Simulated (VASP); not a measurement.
# LiH20ClO10 in VASP: a series of runs, part 2 of 2

VASP 6.6.1. The steps go on from the part before.

### Step 3. Single point, PBE

File INCAR:

```
SYSTEM = LiH20ClO10
PREC = Accurate
ENCUT = 520
EDIFF = 1E-6
ISMEAR = -1
SIGMA = 0.05
LREAL = Auto
LASPH = .TRUE.
NELM = 60
ALGO = Normal
ISIF = 2
LWAVE = .FALSE.
LCHARG = .FALSE.
GGA = PE
NBANDS = 67
```

File KPOINTS:

```
Automatic mesh
0
G
  1 1 1
  0 0 0
```

File POSCAR:

```
LiH20ClO10
1.0
    6.7649870000      0.0000000000      0.0000000000
    0.0000000000      6.7649870000      0.0000000000
    0.0000000000      0.0000000000      6.7649870000
O H Li Cl
10 20 1 1
Direct
    0.5801637165      0.7657516563      0.5603262800
    0.7519452735      0.2036811009      0.2605474334
   -0.0268884478      0.2406213050      0.7478210971
    0.3877612773      0.7657073103      0.1684408263
    0.0850703778      0.7134677421      0.6051600690
    0.2845829563      0.2451741592      0.4645685202
    0.6268452548      0.5640513426      0.8636380233
    0.8373408552      0.5400749477      0.3312940587
    0.3928906294      0.2880567250      0.0322395298
    0.5851895946      0.1996160525      0.6988335676
    0.6592178226      0.7214352371      0.4344575976
    0.6058991688      0.6727729115      0.6699495505
    0.8640223551      0.2124911696      0.1656026833
    0.6457218617      0.2272731640      0.1631932183
    0.0806357795      0.2371179723      0.6434602166
   -0.0260458741      0.1116336218      0.8216128132
    0.4834303451      0.8705116507      0.1193646048
    0.2690470802      0.8089446439      0.1021287994
    0.0103917421      0.7338964583      0.7373110990
   -0.0163045398      0.6606960220      0.5000009608
    0.2384631338      0.1358908746      0.3781381989
    0.4028536936      0.2020550816      0.5496536800
    0.6825142458      0.6710434181      0.9441703288
    0.5222922084      0.4842729188      0.9396322565
    0.8860179628      0.5899493968      0.2076870214
    0.7690480410      0.3847309684      0.3131122055
    0.2756989777      0.2630012445      0.1098893464
    0.4050857747      0.2148415067     -0.0912344695
    0.7111321870      0.2791136184      0.6881609676
    0.6279686864      0.0623061064      0.6753006325
    0.3109540344     -0.3074507017      0.4509395214
    0.9351385302      0.8840223935      1.0120196831
```

Potentials or basis: VASP PAW PBE potentials, release 64 (O, H, Li_sv, Cl).

Command:

```console
cat potpaw_PBE.64/O/POTCAR potpaw_PBE.64/H/POTCAR potpaw_PBE.64/Li_sv/POTCAR potpaw_PBE.64/Cl/POTCAR > POTCAR
mpirun -np 1 vasp_gam > vasp.out
```

OUTCAR:

```text
SYSTEM = LiH20ClO10
   PREC = Accurate
   ENCUT = 520
   EDIFF = 1E-6
   ISMEAR = -1
   LREAL = Auto
   LASPH = .TRUE.
   NELM = 60
   ISIF = 2
   GGA = PE

 ion  position               nearest neighbor table
   1  0.580  0.766  0.560-  12 0.99  11 1.05  31 2.03
   2  0.752  0.204  0.261-  14 0.99  13 1.00  26 1.28
   3  0.973  0.241  0.748-  16 1.01  15 1.01
   4  0.388  0.766  0.168-  18 0.97  17 1.02  31 2.04
   5  0.085  0.713  0.605-  19 1.04  20 1.05  31 1.86
   6  0.285  0.245  0.465-  21 0.99  22 1.03
   7  0.627  0.564  0.864-  23 0.98  24 1.03
   8  0.837  0.540  0.331-  25 0.96  26 1.15
   9  0.393  0.288  0.032-  27 0.97  28 0.97
  10  0.585  0.200  0.699-  30 0.99  29 1.01
  11  0.659  0.721  0.434-   1 1.05
  12  0.606  0.673  0.670-   1 0.99
  13  0.864  0.212  0.166-   2 1.00
  14  0.646  0.227  0.163-   2 0.99
  15  0.081  0.237  0.643-   3 1.01
  16  0.974  0.112  0.822-   3 1.01
  17  0.483  0.871  0.119-   4 1.02
  18  0.269  0.809  0.102-   4 0.97
  19  0.010  0.734  0.737-   5 1.04
  20  0.984  0.661  0.500-   5 1.05
  21  0.238  0.136  0.378-   6 0.99
  22  0.403  0.202  0.550-   6 1.03
  23  0.683  0.671  0.944-   7 0.98
  24  0.522  0.484  0.940-   7 1.03
  25  0.886  0.590  0.208-   8 0.96
  26  0.769  0.385  0.313-   8 1.15   2 1.28
  27  0.276  0.263  0.110-   9 0.97
  28  0.405  0.215  0.909-   9 0.97
  29  0.711  0.279  0.688-  10 1.01
  30  0.628  0.062  0.675-  10 0.99
  31  0.311  0.693  0.451-   5 1.86   1 2.03   4 2.04
  32  0.935  0.884  0.012-

  LATTYP: Found a simple cubic cell.
 ALAT       =     6.7649870000

  Lattice vectors:

 A1 = (   6.7649870000,   0.0000000000,   0.0000000000)
 A2 = (   0.0000000000,   6.7649870000,   0.0000000000)
 A3 = (   0.0000000000,   0.0000000000,   6.7649870000)

Analysis of symmetry for initial positions (statically):
=====================================================================
 Subroutine PRICEL returns:
[... 182 lines left out ...]
  Thomas-Fermi vector in A             =   2.220572
   LORBIT       =      0    0 simple, 1 ext, 2 COOP (PROOUT), +10 PAW based schemes
   GGA     = PE    functional components
   LHFCALC =     F    Hartree Fock is set to
   AEXX    =    0.0000 exact exchange contribution
   IVDW    =     0    specifies the selected vdW correction
   LEPSILON=     F    determine dielectric tensor
   LRPA    =     F    only Hartree local field effects (RPA)
 non-spin polarized calculation
  energy-cutoff  :      520.00
  volume of cell :      309.60
 maximum number of plane-waves:      4193
 NGX is ok and might be reduce to    50
   NGX = 25   NGY = 25   NGZ = 25

 number of electron      90.0000012 magnetization

 Free energy of the ion-electron system (eV)
  ---------------------------------------------------
  ext. energy  EPLUGINS =         0.00000000
  ---------------------------------------------------
  free energy    TOTEN  =      -151.97788761 eV

  energy without entropy =     -151.97788761  energy(sigma->0) =     -151.97788761

 E-fermi :  -1.2652     XC(G=0):  -7.3428

 val. band max:       -2.5235434876   @ k =   0.0000   0.0000   0.0000
 cond. band min:       1.4771944445   @ k =   0.0000   0.0000   0.0000
 fundamental gap:      4.0007379321
 Fermi energy:        -1.2652497568

 k-point     1 :       0.0000    0.0000    0.0000
  band No.  band energies     occupation
      1     -45.5605      2.00000
      2     -23.0042      2.00000
      3     -22.2600      2.00000
      4     -22.1520      2.00000
      5     -21.5304      2.00000
      6     -21.1425      2.00000
[... 49 lines left out ...]
     56       6.8195      0.00000
     57       7.0022      0.00000
 [bands above 57 left out]

------------------------ aborting loop because EDIFF is reached ----------------------------------------

  FORCE on cell =-STRESS in cart. coord.  units (eV):
  Direction    XX          YY          ZZ          XY          YZ          ZX
  --------------------------------------------------------------------------------------
  -------------------------------------------------------------------------------------
  Total       -2.0423758      0.2421254     -1.7279985     -3.5088775     -0.5594652      2.7308191
  in kB      -10.5692785      1.2529972     -8.9423782    -18.1584131     -2.8952281     14.1319672
  external PRESSURE =      -6.0862198 kB  Pullay stress =       0.0000000 kB

 VOLUME and BASIS-vectors are now :
 -----------------------------------------------------------------------------
  energy-cutoff  :      520.00
  volume of cell :      309.60
      direct lattice vectors                 reciprocal lattice vectors
     6.764987000  0.000000000  0.000000000     0.147819944  0.000000000  0.000000000
     0.000000000  6.764987000  0.000000000     0.000000000  0.147819944  0.000000000
     0.000000000  0.000000000  6.764987000     0.000000000  0.000000000  0.147819944

 POSITION                                       TOTAL-FORCE (eV/Angst)
 -----------------------------------------------------------------------------------
      3.92480      5.18030      3.79060         0.077609      0.601227     -2.991167
      5.08690      1.37790      1.76260         0.013509     -0.010327     -1.239358
      6.58309      1.62780      5.05900         0.691849     -0.274953     -0.298211
      2.62320      5.18000      1.13950         1.301909      1.489797     -0.132379
      0.57550      4.82660      4.09390        -1.745234     -0.298910     -0.109337
      1.92520      1.65860      3.14280        -0.427579     -0.578756     -0.365537
[... 24 lines left out ...]
      2.10360      4.68509      3.05060         0.535061      0.115848      0.378049
      6.32620      5.98040      0.08131         0.273477     -0.242323      0.074419
 -----------------------------------------------------------------------------------
    total drift:                                0.002624      0.005084      0.007464

  FREE ENERGIE OF THE ION-ELECTRON SYSTEM (eV)
  ---------------------------------------------------
  free  energy   TOTEN  =      -151.9778876102 eV

  energy  without entropy=     -151.9778876102  energy(sigma->0) =     -151.97788761
```

OSZICAR:

```text
N       E                     dE             d eps       ncg     rms          rms(c)
DAV:   1     0.771274329788E+03    0.77127E+03   -0.48673E+04   134   0.128E+03
DAV:   2    -0.881994889657E+02   -0.85947E+03   -0.82076E+03   166   0.320E+02
DAV:   3    -0.163655948910E+03   -0.75456E+02   -0.75026E+02   164   0.102E+02
DAV:   4    -0.167022864759E+03   -0.33669E+01   -0.33564E+01   228   0.159E+01
DAV:   5    -0.167091915137E+03   -0.69050E-01   -0.68999E-01   188   0.187E+00    0.233E+01
DAV:   6    -0.152374680236E+03    0.14717E+02   -0.47730E+01   164   0.260E+01    0.887E+00
DAV:   7    -0.152159629322E+03    0.21505E+00   -0.24277E+00   180   0.552E+00    0.575E+00
DAV:   8    -0.151989998151E+03    0.16963E+00   -0.60647E-01   164   0.386E+00    0.103E+00
DAV:   9    -0.151972728744E+03    0.17269E-01   -0.10459E-01   172   0.150E+00    0.416E-01
DAV:  10    -0.151976716267E+03   -0.39875E-02   -0.17228E-02   156   0.537E-01    0.215E-01
DAV:  11    -0.151977523173E+03   -0.80691E-03   -0.13364E-03   180   0.222E-01    0.115E-01
DAV:  12    -0.151977835418E+03   -0.31225E-03   -0.13148E-03   164   0.230E-01    0.317E-02
DAV:  13    -0.151977877619E+03   -0.42200E-04   -0.41333E-04   196   0.867E-02    0.226E-02
DAV:  14    -0.151977885797E+03   -0.81782E-05   -0.38167E-05   164   0.275E-02    0.811E-03
DAV:  15    -0.151977886803E+03   -0.10059E-05   -0.48579E-06   172   0.127E-02    0.457E-03
DAV:  16    -0.151977887610E+03   -0.80749E-06   -0.13183E-06   116   0.627E-03
   1 F= -.15197789E+03 E0= -.15197789E+03  d E =-.315783E-10
```

stdout:

```text
POSCAR found type information on POSCAR O H LiCl
 POSCAR found :  4 types and      32 ions
 scaLAPACK will be used
 LDA part: xc-table for (Slater+PW92), standard interpolation
 POSCAR, INCAR and KPOINTS ok, starting setup
 FFT: planning ... GRIDC
 FFT: planning ... GRID_SOFT
 FFT: planning ... GRID
 WAVECAR not read
 entering main loop
```

Run time: 88 s. Hardware: 1 thread of Intel Xeon 8259CL, shared host; peak memory 0.33 GiB.

What came out:

```yaml
Free_energy: -151.9779 eV
Largest_force: 3.052 eV/Å
Band_gap_on_the_k_mesh: 4.00 eV
```

Forces in eV/Å, atoms in the order of the input:
```
O    0.078  0.601 -2.991
O    0.014 -0.010 -1.239
O    0.692 -0.275 -0.298
O    1.302  1.490 -0.132
O   -1.745 -0.299 -0.109
O   -0.428 -0.579 -0.366
O   -0.641 -0.919  0.895
O   -0.692 -0.269  0.995
O    0.858  0.242  0.499
O    0.147 -0.504 -0.219
H   -0.602  0.176  2.136
H    0.134 -0.528  0.334
H   -0.123 -0.755  0.554
H   -0.857 -0.305  0.154
H   -0.690  0.020  0.805
H    0.118  0.629 -0.650
H   -0.739 -1.338  0.907
H   -1.139 -0.091 -0.503
H    1.068 -0.182 -1.782
H    0.673  0.190  1.506
H    0.562  0.431  0.953
H   -0.330  0.326 -0.646
H   -0.039 -0.320  0.169
H    0.995  1.166 -0.515
H    0.058  0.266 -0.800
H    1.262  1.709  0.318
H   -0.190 -0.019 -0.327
H   -0.198 -0.183 -0.319
H   -0.352 -0.599  0.354
H   -0.003  0.057 -0.135
Li   0.535  0.116  0.378
Cl   0.273 -0.242  0.074
```

Caveat: the k points lie up to 0.93 Å⁻¹ apart, too coarse for converged energies, forces and pressures; the cutoff is under 1.25 times the usual one of these potentials, so pressure, stress and relaxed cells hold a basis-set (Pulay) error.
